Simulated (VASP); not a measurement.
Here is a VASP 6.6.1 calculation.

File INCAR:

```
SYSTEM = Mo
PREC     = Accurate       ! precision mode
ENCUT    = 520            ! plane-wave cutoff, eV
EDIFF    = 1E-7           ! SCF threshold, eV
ISMEAR   = 0              ! smearing method
SIGMA    = 0.1            ! smearing width, eV
LREAL    = .FALSE.        ! projectors in reciprocal space
LASPH    = .TRUE.         ! aspherical terms in the spheres
NELM     = 80             ! most SCF steps
ALGO     = Normal         ! electronic algorithm
ISIF     = 2              ! what is computed and relaxed
LWAVE    = .FALSE.        ! write WAVECAR
LCHARG   = .FALSE.        ! write CHGCAR
GGA      = PS             ! functional
NBANDS   = 13             ! bands
```

KPOINTS

```
regular mesh
0
G
  18 18 18
  0 0 0
```

File POSCAR:

```
Mo
1.0
   -1.5953311527      1.5953311527      1.5953311527
    1.5953311527     -1.5953311527      1.5953311527
    1.5953311527      1.5953311527     -1.5953311527
Mo
1
Direct
    0.0000000000      0.0000000000      0.0000000000
```

Potentials or basis: VASP PAW PBE potentials, release 64 (Mo_sv).

Command:

```sh
$ cat potpaw_PBE.64/Mo_sv/POTCAR > POTCAR
$ mpirun -np 1 vasp_std > vasp.out
```

(1) Predict the pressure.

(2) What does it give for the band gap on the k mesh?

Answers

(1) -14.0 GPa.

(2) zero (band 7 reaches 15.65 eV, above the bottom of band 8 at 10.56 eV).

Caveat: the PAW data sets were made with another functional, which shifts forces and pressure a little.
